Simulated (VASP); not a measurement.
## Pt: single point with PBE

Pt:

```
CELL_PARAMETERS angstrom
2.34476 0.00000 0.00000
-1.17238 2.03062 0.00000
0.00000 0.00000 4.78138
ATOMIC_POSITIONS crystal
Pt 0.66667 0.33333 0.75000
Pt 0.33333 0.66667 0.25000
```

This cell differs from its parent crystal: normal strain along x -0.1500, normal strain along y -0.1500.

```
Program                : VASP 6.6.1
Task                   : single point
Functional             : PBE
Potentials or basis    : VASP PAW PBE potentials, release 64 (Pt)
Cutoff                 : 520 eV
k mesh                 : 18 × 18 × 10
Occupations            : gaussian, width 0.15 eV
Spin                   : no spin polarisation
Dipole correction      : no
Further INCAR settings : ALGO = Normal; EDIFF = 1e-06; NBANDS = 17
```

```
Pressure               : 225.6 GPa
Band gap on the k mesh : zero (band 10 reaches 19.67 eV, above the bottom of band 11 at 16.19 eV)
```

Stress tensor (GPa, compression positive):
```
294.11   0.00   0.00
  0.00 294.11   0.00
  0.00   0.00  88.59
```

Levels at points of the mesh, in eV from the Fermi level:
| k point | band 8 | band 9 | band 10 | band 11 | band 12 | band 13 |
| --- | --- | --- | --- | --- | --- | --- |
| (0.00, 0.00, 0.00) | -3.49 | -1.28 | -1.28 | 0.12 | 0.12 | 4.58 |
| (0.50, 0.00, 0.00) | -0.45 | 2.17 | 2.30 | 3.47 | 5.43 | 8.83 |
| (0.00, 0.00, 0.50) | -5.72 | -0.51 | -0.51 | -0.51 | -0.51 | 10.48 |
| (0.50, 0.00, 0.50) | -1.74 | 1.92 | 1.92 | 2.24 | 2.24 | 10.58 |

Run time: 54 s on 1 thread of Intel(R) Xeon(R) Platinum 8259CL CPU @ 2.50GHz (Skylake/Cascade Lake) (shared host), peak memory 0.19 GiB.

Caveat: the cell differs from its parent crystal (normal strain along x -0.1500, normal strain along y -0.1500); spin-orbit coupling is left out, which moves the levels of the heavy elements.
